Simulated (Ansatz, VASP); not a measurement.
One calculation of BN, two programs

File POSCAR:

```
BN
1.0
    0.0000000000      3.4953158300      2.1660912400
    1.2516321000      0.0000000000      2.1660912400
    1.2516321000      3.4953158300      0.0000000000
N B
1 1
Direct
    0.6666513400      0.6666513400      0.3333486600
    0.0000486500      0.0000486500      0.9999513500
```

Contents of INCAR.step1:

```
ALGO = Normal ; EDIFF = 1E-5
ENCUT = 520 ; GGA = PE
ISIF = 2 ; ISMEAR = -1
LASPH = T ; LCHARG = F
LREAL = F ; LWAVE = T
NBANDS = 11 ; NELM = 60
PREC = Accurate ; SIGMA = 0.05
```

Contents of INCAR.step2:

```
ALGO = Normal ; EDIFF = 1E-7
ENCUT = 520 ; GGA = PE
HFSCREEN = 0.2079 ; ISIF = 2
ISMEAR = -1 ; ISTART = 1
LASPH = T ; LCHARG = F
LHFCALC = T ; LREAL = F
LWAVE = F ; NBANDS = 11
NELM = 60 ; PREC = Accurate
PRECFOCK = Normal ; SIGMA = 0.05
```

File KPOINTS:

```
k-points
0
Gamma
  7 7 7
```

input

```
crystal:
  lattice:
    - [0.0, 3.49531583, 2.16609124]
    - [1.2516321, 0.0, 2.16609124]
    - [1.2516321, 3.49531583, 0.0]
  atoms:
    - { symbol: "N", position: [0.66665134, 0.66665134, 0.33334866] }
    - { symbol: B, position: [4.865e-05, 4.865e-05, 0.99995135] }
hamiltonian:
  xc: hse06
  pseudopotentials: { kind: paw }
kpoints:
  mp_grid: { grid: [7, 7, 7] }
  band_path:
    path:
      - [[0.0, 0.0, 0.0], [-0.5, -0.5, 0.0], [-1.0, -0.5, -0.5], [-0.5, 0.0, -0.5], [0.0, 0.0, 0.0], [0.0, -0.3655286517, -0.3655286517], [-0.5, -0.6985850042, -0.1985850042], [-0.5, -0.5, 0.0]]
      - [[-1.0, -0.5, -0.5], [-1.0, -0.6344713483, -0.6344713483]]
      - [[0.0, -0.3655286517, -0.3655286517], [-0.5, -0.3014149958, -0.8014149958], [-0.5, 0.0, -0.5]]
      - [[-0.5, -0.5, -0.5], [0.0, 0.0, 0.0]]
    npoints: 4
scf:
  occupations: { method: fermi_dirac, width: 0.05 }
  n_extra_bands: 6
output:
  forces: true
  stress: true
  eigenvalues: true
  fatbands: false
```

Alike in both runs: functional HSE06; k mesh 7 × 7 × 7; occupations fermi-dirac, width 0.05 eV; no spin polarisation.

|  | VASP | Ansatz |
| --- | --- | --- |
| version | VASP 6.6.1 | Ansatz 0.2.0 |
| potentials or method | VASP PAW PBE potentials, release 64 (N, B) | Ansatz PAW |
| plane-wave cutoff (eV) | 520 | 420 |
| valence electrons in the cell | 8 | 8 |
| task | single point | band structure |

```tsv
	VASP	Ansatz	Ansatz less VASP
gap on the k mesh at the Fermi level (eV)	5.43	5.44	+0.009
pressure (GPa)	-1.3	-1.5	-0.21
traceless stress, the component that is largest in VASP (GPa)	2.55	2.92	+0.380
rms of the force components (eV/Å)	0.006	0.006	0.0000
```

Atom by atom the forces differ by 0.000 eV/Å (rms over components). With one functional, cell and mesh, what is left measures potentials, basis and numerics.

The k mesh is coarse, so the values compare programs but aren't converged.
